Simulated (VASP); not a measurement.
# Al24N25 (a cell with a defect) in VASP: notebook

The runs below take Al24N25 (a cell with a defect) through relaxation of the atoms, single point, with PBE.

Everything below comes from runs of VASP 6.6.1. Logs are shortened: lines on timing, memory, paths and dates and some standing lists are left out, and cuts for length are marked.

### Step 1. The cell of the first run

The cell holds a defect, 49 atoms: a = 8.023 Å, b = 8.023 Å, c = 8.023 Å, α = 85.02°, β = 85.02°, γ = 85.02°.

### Step 2. Relaxation of the atoms, PBE, collinear spin (with an interstitial atom)

The input, INCAR:

```
PREC = Accurate
ENCUT = 520
EDIFF = 1E-7
ISMEAR = 0
SIGMA = 0.01
LREAL = Auto
LASPH = T
NELM = 200
ALGO = Normal
ISIF = 2
LWAVE = F
LCHARG = F
ISPIN = 2
MAGMOM = 0 0 0 0 0.1 0 0 0 0 0 0.1 0.1 0 0.1 0 0 0 0 0.1 0.1 0 0 0 0 0 0 0 0 0 0 0 0 0 0 0 0 0 0 0 0 0.1 0 0 0 0.1 0 0 0.1 0.1
LORBIT = 11
GGA = PE
IBRION = 2
NSW = 65
EDIFFG = -0.025
NELECT = 199.0
GGA_COMPAT = F
NELMIN = 4
NCORE = 4
```

The input, KPOINTS:

```
regular mesh
0
Gamma
  1 1 1
```

The input, POSCAR:

```
Al24N25
1.0
    3.1302084199     -5.4216800216      5.0180433219
    3.1302084199      5.4216800216      5.0180433219
   -6.2604168399      0.0000000000      5.0180433219
Al N
24 25
Direct
    0.6675281393      0.3334397969      0.4962002483
    0.9971724678      0.6600493705      0.8310653110
    0.3334397969      0.4962002483      0.6675281393
    0.8311453395      0.5120430444      0.1678126168
    0.1694251336      0.3336567494      1.0023992205
    0.4962002483      0.6675281393      0.3334397969
    0.8310653110      0.9971724678      0.6600493705
    0.1678126168      0.8311453395      0.5120430444
    0.5120430444      0.1678126168      0.8311453395
    0.6600493705      0.8310653110      0.9971724678
    1.0023992205      0.1694251336      0.3336567494
    0.3336567494      1.0023992205      0.1694251336
    0.6686840675      0.4975185478      0.8315352037
    1.0028737334      0.8442733992      0.1651110575
    0.3333844018      0.6622397631      0.9989050578
    0.8315352037      0.6686840675      0.4975185478
    0.1651896064      0.5027630799      0.3315963078
    0.4975185478      0.8315352037      0.6686840675
    0.8442733992      0.1651110575      1.0028737334
    0.1651110575      1.0028737334      0.8442733992
    0.5027630799      0.3315963078      0.1651896064
    0.6622397631      0.9989050578      0.3333844018
    0.9989050578      0.3333844018      0.6622397631
    0.3315963078      0.1651896064      0.5027630799
    0.7935756171      0.4622808991      0.6229883346
    0.1298154345      0.7737180297      0.9520732272
    0.4622808991      0.6229883346      0.7935756171
    0.9613528100      0.6360475613      0.2937569749
    0.2976752273      0.4601737483      0.1293717839
    0.6229883346      0.7935756171      0.4622808991
    0.9520732272      0.1298154345      0.7737180297
    0.2937569749      0.9613528100      0.6360475613
    0.6360475613      0.2937569749      0.9613528100
    0.7737180297      0.9520732272      0.1298154345
    0.1293717839      0.2976752273      0.4601737483
    0.4601737483      0.1293717839      0.2976752273
    0.4640232843      0.2930537358      0.6262835594
    0.7902187275      0.6271482821      0.9578517654
    0.1267879380      0.4542441887      0.7927565147
    0.6262835594      0.4640232843      0.2930537358
    0.9630794767      0.3140458115      0.1373946856
    0.2930537358      0.6262835594      0.4640232843
    0.6271482821      0.9578517654      0.7902187275
    0.9578517654      0.7902187275      0.6271482821
    0.3140458115      0.1373946856      0.9630794767
    0.4542441887      0.7927565147      0.1267879380
    0.7927565147      0.1267879380      0.4542441887
    0.1373946856      0.9630794767      0.3140458115
    0.0437151629      0.0437151629      0.0437151629
```

Potentials or basis: VASP PAW PBE potentials, release 64 (Al, N).

Run with:

```sh
cat potpaw_PBE.64/Al/POTCAR potpaw_PBE.64/N/POTCAR > POTCAR
mpirun -np 4 vasp_gam > vasp.out
```

OUTCAR:

```text
PREC = Accurate
   ENCUT = 520
   EDIFF = 1E-7
   ISMEAR = 0
   LREAL = Auto
   LASPH = T
   NELM = 200
   ISIF = 2
   ISPIN = 2
   LORBIT = 11
   GGA = PE
   IBRION = 2
   NSW = 65
   EDIFFG = -0.025
   NELECT = 199.0
   NELMIN = 4

 ion  position               nearest neighbor table
   1  0.668  0.333  0.496-  37 1.90  40 1.90  47 1.90  25 1.92  21 3.07  23 3.08  22 3.09  16 3.10
                            13 3.10   9 3.10  24 3.11  11 3.12   4 3.13   7 3.13   6 3.14   3 3.14
   2  0.997  0.660  0.831-  26 1.85  38 1.90  44 1.90  39 1.91  13 3.04  23 3.05   8 3.07  16 3.08
                             4 3.09  15 3.12   5 3.12   3 3.13  10 3.17   7 3.17  14 3.18  20 3.18
   3  0.333  0.496  0.668-  42 1.90  37 1.90  39 1.90  27 1.92  24 3.07  15 3.08  23 3.09  13 3.10
                            18 3.10   8 3.10  17 3.11   5 3.12   9 3.13   2 3.13   1 3.14   6 3.14
   4  0.831  0.512  0.168-  41 1.85  38 1.89  40 1.90  28 1.91  16 3.03  10 3.07  17 3.08   2 3.09
                            14 3.10   6 3.10  13 3.11  21 3.12   1 3.13  19 3.17   5 3.19  11 3.20
   5  0.169  0.334  0.002-  45 1.91  39 1.91  41 1.91  29 1.92  19 3.04  20 3.04  15 3.04  17 3.07
                            21 3.07  12 3.11  11 3.11   3 3.12   2 3.12  23 3.16   4 3.19   9 3.20
   6  0.496  0.668  0.333-  40 1.90  42 1.90  46 1.90  30 1.92  17 3.07  22 3.08  15 3.09  18 3.10
                            16 3.10   4 3.10  21 3.11  12 3.12   8 3.13  10 3.13   1 3.14   3 3.14
   7  0.831  0.997  0.660-  31 1.85  44 1.90  43 1.90  47 1.91  16 3.04  22 3.05   9 3.07  18 3.08
                             8 3.09  23 3.12  11 3.12   1 3.13   2 3.17  10 3.17  20 3.18  19 3.18
   8  0.168  0.831  0.512-  48 1.85  44 1.89  42 1.90  32 1.91  18 3.03   2 3.07  24 3.08   7 3.09
                            20 3.10   3 3.10  16 3.11  17 3.12   6 3.13  14 3.17  11 3.19  12 3.20
   9  0.512  0.168  0.831-  45 1.85  43 1.89  37 1.90  33 1.91  13 3.03   7 3.07  21 3.08  10 3.09
[... 53 lines left out ...]
  47  0.793  0.127  0.454-   1 1.90  22 1.90   7 1.91  11 1.91
  48  0.137  0.963  0.314-   8 1.85  12 1.91  11 1.91  14 2.03
  49  0.044  0.044  0.044-  14 1.84  19 1.84  20 1.84

  LATTYP: Found a trigonal (rhomboedric) cell.
 ALAT       =     8.0233146385
 COS(alpha) =     0.0867490897

  Lattice vectors:

 A1 = (   3.1302084199,  -5.4216800216,   5.0180433219)
 A2 = (   3.1302084199,   5.4216800216,   5.0180433219)
 A3 = (  -6.2604168399,   0.0000000000,   5.0180433219)

Analysis of symmetry for initial positions (statically):
=====================================================================
 Subroutine PRICEL returns:
 Original cell was already a primitive cell.

 Routine SETGRP: Setting up the symmetry group for a
 trigonal (rhombohedral) supercell.

 Subroutine GETGRP returns: Found  3 space group operations
 (whereof  3 operations were pure point group operations)
 out of a pool of 12 trial point group operations.

The static configuration has the point symmetry C_3 .

Analysis of symmetry for dynamics (positions and initial velocities):
=====================================================================
 Subroutine PRICEL returns:
 Original cell was already a primitive cell.

 Routine SETGRP: Setting up the symmetry group for a
 trigonal (rhombohedral) supercell.

 Subroutine GETGRP returns: Found  3 space group operations
 (whereof  3 operations were pure point group operations)
 out of a pool of 12 trial point group operations.

The dynamic configuration has the point symmetry C_3 .

Analysis of structural, dynamic, and magnetic symmetry:
=====================================================================
 Subroutine PRICEL returns:
 Original cell was already a primitive cell.

 Routine SETGRP: Setting up the symmetry group for a
 trigonal (rhombohedral) supercell.

 Subroutine GETGRP returns: Found  3 space group operations
 (whereof  3 operations were pure point group operations)
 out of a pool of 12 trial point group operations.

The overall configuration has the point symmetry C_3 .

 Subroutine INISYM returns: Found  3 space group operations
 (whereof  3 operations are pure point group operations),
 and found     1 'primitive' translations

----------------------------------------------------------------------------------------

                                     Primitive cell

[... 168 lines left out ...]
   POTIM  = 0.5000    time-step for ionic-motion
   TEBEG  =    0.0;   TEEND  =   0.0 temperature during run
   PSTRESS=    0.0 pullay stress
   NELECT =     199.0000    total number of electrons
   NUPDOWN=      -1.0000    fix difference up-down
   EMIN   =  10.00;   EMAX   =-10.00  energy-range for DOS
   EFERMI =   0.00;   METHOD = LEGACY
   ISMEAR =     0;   SIGMA  =   0.01  broadening in eV -4-tet -1-fermi 0-gaus
   EFERMI_NEDOS =   21; number of points for ismear=-14 and -15
   IALGO  =     38    algorithm
   IMIX   =      4    mixing-type and parameters
     AMIX     =   0.40;   BMIX     =  1.00
     AMIX_MAG =   1.60;   BMIX_MAG =  1.00
  volume/ion in A,a.u.               =      10.43        70.37
  Fermi-wavevector in a.u.,A,eV,Ry     =   1.195533  2.259230 19.446798  1.429299
  Thomas-Fermi vector in A             =   2.331496
   LORBIT       =     11    0 simple, 1 ext, 2 COOP (PROOUT), +10 PAW based schemes
   GGA     = PE    functional components
   LHFCALC =     F    Hartree Fock is set to
   AEXX    =    0.0000 exact exchange contribution
   IVDW    =     0    specifies the selected vdW correction
   LEPSILON=     F    determine dielectric tensor
   LRPA    =     F    only Hartree local field effects (RPA)
 conjugate gradient relaxation of ions
 spin polarized calculation
 Gauss-broadening in eV      SIGMA  =   0.01
  energy-cutoff  :      520.00
  volume of cell :      510.97
 maximum number of plane-waves:      6838
 NGX is ok and might be reduce to    60
   NGX = 29   NGY = 29   NGZ = 29

--------------------------------------- Ionic step        1  -------------------------------------------

 number of electron     199.0000012 magnetization       1.0000000

 Free energy of the ion-electron system (eV)
  ---------------------------------------------------
  ext. energy  EPLUGINS =         0.00000000
  ---------------------------------------------------
  free energy    TOTEN  =      -342.06678381 eV

  energy without entropy =     -342.06678381  energy(sigma->0) =     -342.06678381

------------------------ aborting loop because EDIFF is reached ----------------------------------------

  FORCE on cell =-STRESS in cart. coord.  units (eV):
  Direction    XX          YY          ZZ          XY          YZ          ZX
  --------------------------------------------------------------------------------------
  -------------------------------------------------------------------------------------
  Total       28.5509322     28.5509322     40.5043707     -0.0000000      0.0000000     -0.0000000
  in kB       89.5237118     89.5237118    127.0046662     -0.0000000      0.0000000     -0.0000000
  external PRESSURE =     102.0173633 kB  Pullay stress =       0.0000000 kB
[... 230 lines left out ...]
  FREE ENERGIE OF THE ION-ELECTRON SYSTEM (eV)
  ---------------------------------------------------
  free  energy   TOTEN  =      -342.3411841723 eV

  energy  without entropy=     -342.3411841723  energy(sigma->0) =     -342.34118417

[... ionic steps 4 to 15 ...]

--------------------------------------- Ionic step       16  -------------------------------------------

 number of electron     198.9999996 magnetization       0.9999999

------------------------ aborting loop because EDIFF is reached ----------------------------------------
[... 161 lines left out ...]
--------------------------------------- Ionic step       18  -------------------------------------------

 number of electron     198.9999995 magnetization       0.9999999

 Free energy of the ion-electron system (eV)
  ---------------------------------------------------
  ext. energy  EPLUGINS =         0.00000000
  ---------------------------------------------------
  free energy    TOTEN  =      -342.54496403 eV

  energy without entropy =     -342.54496403  energy(sigma->0) =     -342.54496403

 E-fermi :   7.6366     XC(G=0): -10.9668

 val. band max:        7.5867581945   @ k =   0.0000   0.0000   0.0000
 cond. band min:       8.1474738721   @ k =   0.0000   0.0000   0.0000
 fundamental gap:      0.5607156776
 Fermi energy:         7.6365523050

 spin component 1

 k-point     1 :       0.0000    0.0000    0.0000
  band No.  band energies     occupation
      1      -9.2143      1.00000
      2      -8.2798      1.00000
      3      -7.8225      1.00000
      4      -7.8008      1.00000
      5      -7.8008      1.00000
      6      -7.7546      1.00000
[... 103 lines left out ...]
    110      12.4317      0.00000
    111      12.4790      0.00000
 Fermi energy:         7.6365523050

 spin component 2

 k-point     1 :       0.0000    0.0000    0.0000
  band No.  band energies     occupation
      1      -9.1439      1.00000
      2      -8.0622      1.00000
      3      -7.8121      1.00000
      4      -7.7917      1.00000
      5      -7.7917      1.00000
      6      -7.7427      1.00000
[... 103 lines left out ...]
    110      12.4395      0.00000
    111      12.5097      0.00000
 [bands above 111 left out]

------------------------ aborting loop because EDIFF is reached ----------------------------------------

  FORCE on cell =-STRESS in cart. coord.  units (eV):
  Direction    XX          YY          ZZ          XY          YZ          ZX
  --------------------------------------------------------------------------------------
  -------------------------------------------------------------------------------------
  Total       27.7627875     27.7627875     34.4859055      0.0000000      0.0000000     -0.0000000
  in kB       87.0524214     87.0524214    108.1332910      0.0000000      0.0000000     -0.0000000
  external PRESSURE =      94.0793780 kB  Pullay stress =       0.0000000 kB
[... 64 lines left out ...]
  FREE ENERGIE OF THE ION-ELECTRON SYSTEM (eV)
  ---------------------------------------------------
  free  energy   TOTEN  =      -342.5449640338 eV

  energy  without entropy=     -342.5449640338  energy(sigma->0) =     -342.54496403

 reached required accuracy - stopping structural energy minimisation

 total charge

# of ion       s       p       d       tot
------------------------------------------
    1        0.368   0.441   0.000   0.810
    2        0.372   0.452   0.000   0.824
    3        0.368   0.441   0.000   0.810
    4        0.380   0.466   0.000   0.846
    5        0.355   0.420   0.000   0.774
    6        0.368   0.441   0.000   0.810
[... 41 lines left out ...]
   48        1.236   2.622   0.000   3.858
   49        1.292   2.595   0.000   3.887
--------------------------------------------------
tot         39.411  76.464   0.000 115.876

 magnetization (x)

# of ion       s       p       d       tot
------------------------------------------
    1        0.000   0.000   0.000   0.000
    2       -0.000   0.001   0.000   0.001
    3        0.000   0.000   0.000   0.000
    4        0.003   0.006   0.000   0.009
    5       -0.001  -0.002   0.000  -0.003
    6        0.000   0.000   0.000   0.000
[... 41 lines left out ...]
   48        0.005   0.049   0.000   0.054
   49        0.015   0.395   0.000   0.410
--------------------------------------------------
tot          0.049   0.678   0.000   0.726
```

Run time: 12 min. Hardware: 4 MPI ranks of AMD EPYC 7R13 (Zen 3), shared host; peak memory 0.24 GiB.

Results:

* Free energy: -342.5450 eV
* Energy gained by relaxing: 9.8 meV/atom
* Ionic steps: 18
* Largest force after relaxing: 0.019 eV/Å
* Net moment: 1.00 μB per cell
* Site moments: Al +0.00, +0.01, -0.00 (each value once); N +0.00, +0.04, +0.05, +0.41 (each value once) μB
* Valence electrons inside the program's atomic spheres: Al 0.81, 0.82, 0.85, 0.77, 0.83, 0.79 (each value once); N 3.85, 3.86, 3.88, 3.89 (each value once)

Forces on the atoms (eV/Å):
```
Al  -0.006 -0.005 -0.008
Al  -0.006 -0.004  0.005
Al  -0.002  0.008 -0.008
Al  -0.011  0.004  0.004
Al   0.011  0.015  0.001
Al   0.008 -0.002 -0.008
Al   0.006 -0.003  0.005
Al   0.002 -0.012  0.004
Al   0.009  0.008  0.004
Al  -0.001  0.007  0.005
Al  -0.018  0.003  0.001
Al   0.007 -0.017  0.001
Al  -0.001 -0.003  0.004
Al  -0.005 -0.011  0.005
Al   0.010  0.002  0.008
Al   0.004  0.001  0.004
Al   0.009  0.009 -0.003
Al  -0.002  0.003  0.004
Al  -0.007  0.010  0.005
Al   0.012  0.001  0.005
Al   0.003 -0.012 -0.003
Al  -0.003 -0.010  0.008
Al  -0.007  0.008  0.008
Al  -0.012  0.004 -0.003
N    0.007  0.003 -0.001
N   -0.001  0.001 -0.004
N   -0.001 -0.008 -0.001
N    0.004  0.007  0.003
N    0.001 -0.013 -0.003
N   -0.006  0.005 -0.001
N   -0.001 -0.001 -0.004
N   -0.008  0.000  0.003
N    0.004 -0.007  0.003
N    0.001  0.000 -0.004
N    0.011  0.008 -0.003
N   -0.012  0.005 -0.003
N   -0.006  0.001 -0.007
N   -0.001  0.004  0.002
N   -0.007  0.002 -0.010
N    0.002 -0.005 -0.007
N   -0.008 -0.017 -0.001
N    0.004  0.004 -0.007
N    0.004 -0.001  0.002
N   -0.003 -0.003  0.002
N   -0.011  0.015 -0.001
N    0.005  0.005 -0.010
N    0.002 -0.007 -0.010
N    0.018  0.002 -0.001
N    0.000  0.000  0.018
```

Step by step:
```tsv
step	energy change (eV)	largest force (eV/Å)	pressure (GPa)
1	0.0000	1.4706	10.20
2	-0.0010	1.5018	10.88
3	-0.2744	0.9265	10.42
4	-0.3531	0.4520	10.22
5	-0.3722	0.4456	10.06
6	-0.4193	0.2384	9.83
7	-0.4208	0.2879	9.79
8	-0.4483	0.2051	9.64
9	-0.4517	0.2391	9.57
10	-0.4654	0.1614	9.52
11	-0.4656	0.1421	9.52
12	-0.4728	0.0680	9.46
13	-0.4730	0.0959	9.45
14	-0.4764	0.0640	9.43
15	-0.4764	0.0587	9.43
16	-0.4777	0.0343	9.41
17	-0.4777	0.0292	9.41
18	-0.4782	0.0186	9.41
```

Final structure:
```yaml
crystal:
  lattice:
    - [3.13021, -5.42168, 5.01804]
    - [3.13021, 5.42168, 5.01804]
    - [-6.26042, 0.00000, 5.01804]
  atoms:
    - { symbol: Al, position: [0.66791, 0.33344, 0.49251] }
    - { symbol: Al, position: [0.99781, 0.65925, 0.83456] }
    - { symbol: Al, position: [0.33344, 0.49251, 0.66791] }
    - { symbol: Al, position: [0.82744, 0.51911, 0.16900] }
    - { symbol: Al, position: [0.16487, 0.32368, 0.00259] }
    - { symbol: Al, position: [0.49251, 0.66791, 0.33344] }
    - { symbol: Al, position: [0.83456, 0.99781, 0.65925] }
    - { symbol: Al, position: [0.16900, 0.82744, 0.51911] }
    - { symbol: Al, position: [0.51911, 0.16900, 0.82744] }
    - { symbol: Al, position: [0.65925, 0.83456, 0.99781] }
    - { symbol: Al, position: [0.00259, 0.16487, 0.32368] }
    - { symbol: Al, position: [0.32368, 0.00259, 0.16487] }
    - { symbol: Al, position: [0.66990, 0.49794, 0.83165] }
    - { symbol: Al, position: [0.00521, 0.85192, 0.16428] }
    - { symbol: Al, position: [0.33123, 0.65997, 0.99864] }
    - { symbol: Al, position: [0.83165, 0.66990, 0.49794] }
    - { symbol: Al, position: [0.16183, 0.50135, 0.32960] }
    - { symbol: Al, position: [0.49794, 0.83165, 0.66990] }
    - { symbol: Al, position: [0.85192, 0.16428, 0.00521] }
    - { symbol: Al, position: [0.16428, 0.00521, 0.85192] }
    - { symbol: Al, position: [0.50135, 0.32960, 0.16183] }
    - { symbol: Al, position: [0.65997, 0.99864, 0.33123] }
    - { symbol: Al, position: [0.99864, 0.33123, 0.65997] }
    - { symbol: Al, position: [0.32960, 0.16183, 0.50135] }
    - { symbol: N, position: [0.79315, 0.46199, 0.62152] }
    - { symbol: N, position: [0.12919, 0.77518, 0.95445] }
    - { symbol: N, position: [0.46199, 0.62152, 0.79315] }
    - { symbol: N, position: [0.95984, 0.64055, 0.29413] }
    - { symbol: N, position: [0.29512, 0.45733, 0.12792] }
    - { symbol: N, position: [0.62152, 0.79315, 0.46199] }
    - { symbol: N, position: [0.95445, 0.12919, 0.77518] }
    - { symbol: N, position: [0.29413, 0.95984, 0.64055] }
    - { symbol: N, position: [0.64055, 0.29413, 0.95984] }
    - { symbol: N, position: [0.77518, 0.95445, 0.12919] }
    - { symbol: N, position: [0.12792, 0.29512, 0.45733] }
    - { symbol: N, position: [0.45733, 0.12792, 0.29512] }
    - { symbol: N, position: [0.46551, 0.29176, 0.62254] }
    - { symbol: N, position: [0.78819, 0.63058, 0.95735] }
    - { symbol: N, position: [0.12571, 0.45213, 0.79253] }
    - { symbol: N, position: [0.62254, 0.46551, 0.29176] }
    - { symbol: N, position: [0.95527, 0.32511, 0.13875] }
    - { symbol: N, position: [0.29176, 0.62254, 0.46551] }
    - { symbol: N, position: [0.63058, 0.95735, 0.78819] }
    - { symbol: N, position: [0.95735, 0.78819, 0.63058] }
    - { symbol: N, position: [0.32511, 0.13875, 0.95527] }
    - { symbol: N, position: [0.45213, 0.79253, 0.12571] }
    - { symbol: N, position: [0.79253, 0.12571, 0.45213] }
    - { symbol: N, position: [0.13875, 0.95527, 0.32511] }
    - { symbol: N, position: [0.05796, 0.05796, 0.05796] }
```

Caveat: the k points lie up to 0.79 Å⁻¹ apart; the cell carries a net charge on a neutralising background, which shifts energy and pressure; the cell differs from its parent crystal (with an interstitial atom); the cell is charged against a uniform background, so pressure and absolute levels hang on convention.

(Continued in part 2 of 2.)
